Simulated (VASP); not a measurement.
PbI2Cl2: relaxation of cell and atoms with PBE

Crystal: PbI2Cl2.

```
Pb I Cl
1.0
     5.23796    0.00000    0.00000
    -2.61898    4.53621    0.00000
     0.00000    0.00000    7.16735
Pb I Cl
1 2 2
Direct
  0.00000 0.00000 0.00000
  0.33333 0.66667 0.76630
  0.66667 0.33333 0.23370
  0.33333 0.66667 0.57440
  0.66667 0.33333 0.42560
```

The cell was generated, and may not be a known phase.

```yaml
Program: VASP 6.6.1
Task: relaxation of cell and atoms
Functional: PBE
Potentials_or_basis: VASP PAW PBE potentials, release 64 (Pb_d, I, Cl)
Cutoff: 600 eV
k_mesh: 6 × 6 × 4
Occupations: gaussian, width 0.1 eV
Spin: no spin polarisation
Dipole_correction: no
Further_INCAR_settings: ALGO = Normal; EDIFF = 1e-07; IBRION = 2; EDIFFG = -0.04; NSW = 90; ISIF = 3
```

```json
{"Relaxed volume": "39.84 Å³/atom", "Relaxed cell": "a = 4.429 Å, b = 4.429 Å, c = 11.726 Å, α = 90.00°, β = 90.00°, γ = 120.00°", "Space group after relaxing (to 0.1 Å)": "P-3m1 (No. 164)", "Pressure after relaxing": "0.0 GPa", "Largest force after relaxing": "0.022 eV/Å", "Band gap on the k mesh": "zero (bands 21 and 22 overlap by 0.67 eV)"}
```

Forces on the atoms (eV/Å):
```
Pb   0.000  0.000  0.000
I    0.000  0.000 -0.022
I    0.000  0.000  0.022
Cl   0.000  0.000  0.020
Cl   0.000  0.000 -0.020
```

Stress tensor (GPa, compression positive):
```
 0.06  0.00  0.00
 0.00  0.06  0.00
 0.00  0.00 -0.13
```

Final structure:
```cif
data_structure
_symmetry_space_group_name_H-M 'P 1'
_symmetry_Int_Tables_number 1
_cell_length_a 4.4288
_cell_length_b 4.4288
_cell_length_c 11.7262
_cell_angle_alpha 90.000
_cell_angle_beta 90.000
_cell_angle_gamma 120.000
_cell_volume 199.18
loop_
_atom_site_label
_atom_site_type_symbol
_atom_site_fract_x
_atom_site_fract_y
_atom_site_fract_z
_atom_site_occupancy
Pb1 Pb 0.00000 0.00000 0.00000 1
I1 I 0.33333 0.66667 0.81985 1
I2 I 0.66667 0.33333 0.18015 1
Cl1 Cl 0.33333 0.66667 0.60235 1
Cl2 Cl 0.66667 0.33333 0.39765 1
```

Levels at points of the mesh, in eV from the Fermi level:
| k point | band 19 | band 20 | band 21 | band 22 | band 23 | band 24 |
| --- | --- | --- | --- | --- | --- | --- |
| (0.00, 0.00, 0.00) | -0.89 | -0.89 | 0.26 | 0.27 | 1.68 | 2.38 |
| (0.50, 0.00, 0.00) | -1.52 | -0.86 | -0.77 | 0.51 | 2.29 | 2.44 |
| (0.00, 0.00, 0.50) | -0.82 | -0.82 | -0.26 | 0.74 | 1.62 | 2.38 |
| (0.50, 0.00, 0.50) | -1.32 | -1.06 | -0.88 | 0.36 | 2.27 | 2.48 |

Wall time 42 min on 1 thread of Intel(R) Xeon(R) 6975P-C (Granite Rapids), on a shared host, peak memory 0.4 GiB.

Caveat: the volume moved by over 15 % at a fixed basis, so the end points are rough; spin-orbit coupling is left out, which moves the levels of the heavy elements.
